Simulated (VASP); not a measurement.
NbAs, 4 atoms in the cell. Symmetry: I4_1md, No. 109, tetragonal system. Conventional cell: a = 3.405 Å, b = 3.405 Å, c = 11.522 Å, α = 90.00°, β = 90.00°, γ = 90.00°. Within 3.4 Å of Nb (site symmetry 2mm) lie 6 As at 2.56 to 2.59 Å and 4 Nb at 3.35 Å. As (site symmetry 2mm) has 6 Nb at 2.56 to 2.59 Å and 4 As at 3.35 Å within 3.4 Å.  This cell differs from its parent crystal: volume scaled by 0.96.

| Item | Value |
| --- | --- |
| Program | VASP 6.6.1 |
| Task | single point |
| Functional | LDA |
| Potentials or basis | VASP PAW LDA potentials, release 64 (Nb_sv, As) |
| Cutoff | 520 eV |
| k mesh | 11 × 11 × 11 |
| Occupations | fermi-dirac, width 0.05 eV |
| Spin | no spin polarisation |
| Dipole correction | no |
| Further INCAR settings | ALGO = Normal; EDIFF = 1e-06; NBANDS = 26 |

Potentials or basis: VASP PAW LDA potentials, release 64 (Nb_sv, As).

The run is started by

```sh
$ cat potpaw_LDA.64/Nb_sv/POTCAR potpaw_LDA.64/As/POTCAR > POTCAR
$ mpirun -np 1 vasp_std > vasp.out
```

Hardware: 1 thread of Intel(R) Xeon(R) Platinum 8559C (Emerald Rapids), with other jobs on the host.

**Question.** How long does it take, and how much memory?

**Answer.** Run time: 5.8 min on 1 thread of Intel(R) Xeon(R) Platinum 8559C (Emerald Rapids), with other jobs on the host, peak memory 0.38 GiB. Counts: scf iterations 12, k points 126.
